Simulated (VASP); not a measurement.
# Sc (Fd-3m) in VASP: notebook

Sc is run at these levels: PBEsol; tasks: single point, relaxation of cell and atoms.

Everything below comes from runs of VASP 6.6.1. Logs are shortened: lines on timing, memory, paths and dates and some standing lists are left out, and cuts for length are marked.

**1. The cell of the first run**

Symmetry: Fd-3m, No. 227, cubic system. Conventional cell: a = 6.114 Å, b = 6.114 Å, c = 6.114 Å, α = 90.00°, β = 90.00°, γ = 90.00°. Sc (site symmetry -43m) has 4 Sc at 2.65 Å within 3.5 Å.

This isn't the form of Sc at room conditions, which is hcp.

**2. Single point, PBEsol**

File INCAR:

```
SYSTEM = Sc
PREC = Accurate
ENCUT = 520
EDIFF = 1E-6
ISMEAR = 0
SIGMA = 0.1
LREAL = .False.
LASPH = .True.
NELM = 80
ALGO = Fast
ISIF = 2
LWAVE = .False.
LCHARG = .False.
GGA = PS
NBANDS = 18
```

File KPOINTS:

```
regular mesh
0
Gamma
  6 6 6
  0 0 0
```

File POSCAR:

```
Sc
1.0
    0.0000000000      3.0572459110      3.0572459110
    3.0572459110      0.0000000000      3.0572459110
    3.0572459110      3.0572459110      0.0000000000
Sc
2
Direct
    0.5000000000      0.5000000000      0.5000000000
    0.7500000000      0.7500000000      0.7500000000
```

Potentials or basis: VASP PAW PBE potentials, release 64 (Sc_sv).

Launch:

```console
$ cat potpaw_PBE.64/Sc_sv/POTCAR > POTCAR
$ mpirun -np 1 vasp_std > vasp.out
```

OUTCAR:

```text
SYSTEM = Sc
   PREC = Accurate
   ENCUT = 520
   EDIFF = 1E-6
   ISMEAR = 0
   LREAL = .False.
   LASPH = .True.
   NELM = 80
   ISIF = 2
   GGA = PS

 ion  position               nearest neighbor table
   1  0.500  0.500  0.500-   2 2.65   2 2.65   2 2.65   2 2.65
   2  0.750  0.750  0.750-   1 2.65   1 2.65   1 2.65   1 2.65

  LATTYP: Found a face centered cubic cell.
 ALAT       =     6.1144918220

  Lattice vectors:

 A1 = (   0.0000000000,   3.0572459110,   3.0572459110)
 A2 = (   3.0572459110,   0.0000000000,   3.0572459110)
 A3 = (   3.0572459110,   3.0572459110,   0.0000000000)

Analysis of symmetry for initial positions (statically):
=====================================================================
 Subroutine PRICEL returns:
 Original cell was already a primitive cell.

 Routine SETGRP: Setting up the symmetry group for a
 face centered cubic supercell.

 Subroutine GETGRP returns: Found 48 space group operations
 (whereof 24 operations were pure point group operations)
 out of a pool of 48 trial point group operations.

The static configuration has the point symmetry T_d .
 The point group associated with its full space group is O_h .

Analysis of symmetry for dynamics (positions and initial velocities):
=====================================================================
 Subroutine PRICEL returns:
 Original cell was already a primitive cell.

 Routine SETGRP: Setting up the symmetry group for a
 face centered cubic supercell.

 Subroutine GETGRP returns: Found 48 space group operations
 (whereof 24 operations were pure point group operations)
 out of a pool of 48 trial point group operations.

The dynamic configuration has the point symmetry T_d .
 The point group associated with its full space group is O_h .

 Subroutine INISYM returns: Found 48 space group operations
 (whereof 24 operations are pure point group operations),
 and found     1 'primitive' translations

----------------------------------------------------------------------------------------

                                     Primitive cell

  volume of cell :      57.1506

  direct lattice vectors                    reciprocal lattice vectors
     0.000000000  3.057245911  3.057245911    -0.163545889  0.163545889  0.163545889
     3.057245911  0.000000000  3.057245911     0.163545889 -0.163545889  0.163545889
     3.057245911  3.057245911  0.000000000     0.163545889  0.163545889 -0.163545889

  length of vectors
     4.323598631  4.323598631  4.323598631     0.283269789  0.283269789  0.283269789

  position of ions in fractional coordinates (direct lattice)
     0.500000000  0.500000000  0.500000000
     0.750000000  0.750000000  0.750000000

  ion indices of the primitive-cell ions
   primitive index   ion index
                 1           1
                 2           2

----------------------------------------------------------------------------------------

 KPOINTS: regular mesh

Automatic generation of k-mesh.
 Grid dimensions read from file:
 generate k-points for:    6    6    6

 Generating k-lattice:

  Cartesian coordinates                     Fractional coordinates (reciprocal lattice)
    -0.027257648  0.027257648  0.027257648     0.166666667  0.000000000  0.000000000
     0.027257648 -0.027257648  0.027257648     0.000000000  0.166666667  0.000000000
     0.027257648  0.027257648 -0.027257648     0.000000000  0.000000000  0.166666667

  Length of vectors
     0.047211631  0.047211631  0.047211631

  Shift w.r.t. Gamma in fractional coordinates (k-lattice)
     0.000000000  0.000000000  0.000000000

 Subroutine IBZKPT returns following result:
 ===========================================

 Found     16 irreducible k-points:

 Following reciprocal coordinates:
            Coordinates               Weight
  0.000000  0.000000  0.000000      1.000000
  0.166667  0.000000  0.000000      8.000000
  0.333333  0.000000  0.000000      8.000000
  0.500000  0.000000  0.000000      4.000000
  0.166667  0.166667  0.000000      6.000000
  0.333333  0.166667  0.000000     24.000000
[... 8 lines left out ...]
 -0.333333  0.333333  0.166667     24.000000
 -0.333333  0.500000  0.166667     12.000000
   k-points           NKPTS =     16   k-points in BZ     NKDIM =     16   number of bands    NBANDS=     18
   number of dos      NEDOS =    301   number of ions     NIONS =      2
   total plane-waves  NPLWV =  32768
   dimension x,y,z NGX =    32 NGY =   32 NGZ =   32
   dimension x,y,z NGXF=    64 NGYF=   64 NGZF=   64
   ions per type =               2
   NGX,Y,Z   is equivalent  to a cutoff of  12.30, 12.30, 12.30 a.u.
   NGXF,Y,Z  is equivalent  to a cutoff of  24.61, 24.61, 24.61 a.u.
 SYSTEM =  Sc
   PREC   = accura    normal or accurate (medium, high low for compatibility)
   ISTART =      0    job   : 0-new  1-cont  2-samecut
   ICHARG =      2    charge: 1-file 2-atom 10-const
   ISPIN  =      1    spin polarized calculation?
   LNONCOLLINEAR =      F non collinear calculations
   LSORBIT =      F    spin-orbit coupling
   LASPH  =      T    aspherical Exc in radial PAW
   ENCUT  =  520.0 eV  38.22 Ry    6.18 a.u.   8.04  8.04  8.04*2*pi/ulx,y,z
   NELM   =     80;   NELMIN=  2; NELMDL= -5     # of ELM steps
   EDIFF  = 0.1E-05   stopping-criterion for ELM
   LREAL  =      F    real-space projection
   EDIFFG = 0.1E-04   stopping-criterion for IOM
   NSW    =      0    number of steps for IOM
   IBRION =     -1    ionic relax: 0-MD 1-quasi-New 2-CG
   NFREE  =      0    steps in history (QN), initial steepest desc. (CG)
   ISIF   =      2    stress and relaxation
   ISYM   =      2    0-nonsym 1-usesym 2-fastsym
   POTIM  = 0.5000    time-step for ionic-motion
   TEBEG  =    0.0;   TEEND  =   0.0 temperature during run
   PSTRESS=    0.0 pullay stress
   NELECT =      22.0000    total number of electrons
   NUPDOWN=      -1.0000    fix difference up-down
   EMIN   =  10.00;   EMAX   =-10.00  energy-range for DOS
   EFERMI =   0.00;   METHOD = LEGACY
   ISMEAR =     0;   SIGMA  =   0.10  broadening in eV -4-tet -1-fermi 0-gaus
   EFERMI_NEDOS =   21; number of points for ismear=-14 and -15
   IALGO  =     68    algorithm
   IMIX   =      4    mixing-type and parameters
     AMIX     =   0.40;   BMIX     =  1.00
     AMIX_MAG =   1.60;   BMIX_MAG =  1.00
  volume/ion in A,a.u.               =      28.58       192.84
  Fermi-wavevector in a.u.,A,eV,Ry     =   1.190900  2.250475 19.296370  1.418243
  Thomas-Fermi vector in A             =   2.326974
   LORBIT       =      0    0 simple, 1 ext, 2 COOP (PROOUT), +10 PAW based schemes
   GGA     = PS    functional components
   LHFCALC =     F    Hartree Fock is set to
   AEXX    =    0.0000 exact exchange contribution
   IVDW    =     0    specifies the selected vdW correction
   LEPSILON=     F    determine dielectric tensor
   LRPA    =     F    only Hartree local field effects (RPA)
 non-spin polarized calculation
 RMM-DIIS sequential band-by-band and
 Gauss-broadening in eV      SIGMA  =   0.10
  energy-cutoff  :      520.00
  volume of cell :       57.15
 maximum number of plane-waves:      1572
   NGX = 17   NGY = 17   NGZ = 17

 number of electron      21.9999992 magnetization

 Free energy of the ion-electron system (eV)
  ---------------------------------------------------
  ext. energy  EPLUGINS =         0.00000000
  ---------------------------------------------------
  free energy    TOTEN  =        -9.17608747 eV

  energy without entropy =       -9.16350853  energy(sigma->0) =       -9.16979800

 E-fermi :   2.5654     XC(G=0):  -9.1981

 val. band max:        2.5003909218   @ k =  -0.3333   0.3333   0.0000
 cond. band min:       2.5736768571   @ k =   0.3333   0.3333   0.0000
 fundamental gap:      0.0732859354
 Fermi energy:         2.5654453291

 k-point     1 :       0.0000    0.0000    0.0000
  band No.  band energies     occupation
      1     -46.9864      2.00000
      2     -46.5693      2.00000
      3     -25.9061      2.00000
      4     -25.9061      2.00000
      5     -25.9061      2.00000
      6     -25.2644      2.00000
[... 10 lines left out ...]
     17       4.4546      0.00000
     18       6.7368      0.00000

 k-point     2 :       0.1667    0.0000    0.0000
  band No.  band energies     occupation
      1     -46.9661      2.00000
      2     -46.5902      2.00000
      3     -25.9276      2.00000
      4     -25.9276      2.00000
      5     -25.9077      2.00000
      6     -25.2670      2.00000
[... 10 lines left out ...]
     17       4.4477      0.00000
     18       6.6976      0.00000

 k-point     3 :       0.3333    0.0000    0.0000
  band No.  band energies     occupation
      1     -46.9166      2.00000
      2     -46.6409      2.00000
      3     -25.9667      2.00000
      4     -25.9667      2.00000
      5     -25.9127      2.00000
      6     -25.2699      2.00000
[... 10 lines left out ...]
     17       4.8150      0.00000
     18       6.5127      0.00000

 k-point     4 :       0.5000    0.0000    0.0000
  band No.  band energies     occupation
      1     -46.8833      2.00000
      2     -46.6749      2.00000
      3     -25.9848      2.00000
      4     -25.9848      2.00000
      5     -25.9161      2.00000
      6     -25.2702      2.00000
[... 207 lines left out ...]
      4     -26.0169      2.00000
      5     -25.7622      2.00000
      6     -25.4185      2.00000
[... 10 lines left out ...]
     17       5.3350      0.00000
     18       5.5776      0.00000

 k-point    15 :      -0.3333    0.3333    0.1667
  band No.  band energies     occupation
      1     -46.8315      2.00000
      2     -46.7273      2.00000
      3     -26.0745      2.00000
      4     -26.0348      2.00000
      5     -25.7149      2.00000
      6     -25.4645      2.00000
[... 10 lines left out ...]
     17       5.2535      0.00000
     18       6.2194      0.00000

 k-point    16 :      -0.3333    0.5000    0.1667
  band No.  band energies     occupation
      1     -46.7795      2.00000
      2     -46.7795      2.00000
      3     -26.0676      2.00000
      4     -26.0676      2.00000
      5     -25.5915      2.00000
      6     -25.5915      2.00000
[... 10 lines left out ...]
     17       6.3510      0.00000
     18       6.3762      0.00000

------------------------ aborting loop because EDIFF is reached ----------------------------------------

  FORCE on cell =-STRESS in cart. coord.  units (eV):
  Direction    XX          YY          ZZ          XY          YZ          ZX
  --------------------------------------------------------------------------------------
  -------------------------------------------------------------------------------------
  Total        0.1786966      0.1786966      0.1786966      0.0000000      0.0000000      0.0000000
  in kB        5.0096315      5.0096315      5.0096315      0.0000000      0.0000000      0.0000000
  external PRESSURE =       5.0096315 kB  Pullay stress =       0.0000000 kB

 VOLUME and BASIS-vectors are now :
 -----------------------------------------------------------------------------
  energy-cutoff  :      520.00
  volume of cell :       57.15
      direct lattice vectors                 reciprocal lattice vectors
     0.000000000  3.057245911  3.057245911    -0.163545889  0.163545889  0.163545889
     3.057245911  0.000000000  3.057245911     0.163545889 -0.163545889  0.163545889
     3.057245911  3.057245911  0.000000000     0.163545889  0.163545889 -0.163545889

 POSITION                                       TOTAL-FORCE (eV/Angst)
 -----------------------------------------------------------------------------------
      3.05725      3.05725      3.05725        -0.000000     -0.000000     -0.000000
      4.58587      4.58587      4.58587         0.000000      0.000000      0.000000
 -----------------------------------------------------------------------------------
    total drift:                               -0.000000     -0.000000      0.000000

  FREE ENERGIE OF THE ION-ELECTRON SYSTEM (eV)
  ---------------------------------------------------
  free  energy   TOTEN  =        -9.1760874671 eV

  energy  without entropy=       -9.1635085313  energy(sigma->0) =       -9.16979800
```

It took 8.4 s on 1 thread of Intel Xeon 6975P-C (Granite Rapids), shared host; peak memory 0.17 GiB.

Results:

- Free energy: -9.1761 eV
- Pressure: 0.5 GPa
- Band gap on the k mesh: zero (bands 11 and 12 overlap by 0.43 eV)

Caveat: the PAW data sets were made with another functional, which shifts forces and pressure a little.

[end of part 1 of 2]

The gap in the log of VASP goes by the Fermi energy; the results here count the filled bands.